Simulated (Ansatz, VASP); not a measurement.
## BP in VASP and in Ansatz

```
CELL_PARAMETERS angstrom
0.00000 2.19431 2.19431
2.19431 0.00000 2.19431
2.19431 2.19431 0.00000
ATOMIC_POSITIONS crystal
B 0.00000 0.00000 0.00000
P 0.75000 0.75000 0.75000
```

Alike in both runs: task relaxation of cell and atoms; functional PBE; k mesh 8 × 8 × 8; occupations gaussian, width 0.1 eV; no spin polarisation.

|  | VASP | Ansatz |
| --- | --- | --- |
| version | VASP 6.6.1 | Ansatz 0.2.0 |
| potentials or method | VASP PAW PBE potentials, release 64 (B, P), cutoff 600 eV | scalar-relativistic, plane waves, PAW |
| valence electrons in the cell | 8 | 8 |

|  | VASP | Ansatz | Ansatz less VASP |
| --- | --- | --- | --- |
| gap on the k mesh at the Fermi level, each at its own relaxed structure (eV) | 1.28 | 1.28 | +0.003 |
| relaxed volume (Å³/atom) | 11.76 | 11.75 | -0.007 |
| relaxed cell length with the largest relative difference (Å) | 3.216 | 3.215 | -0.0007 |
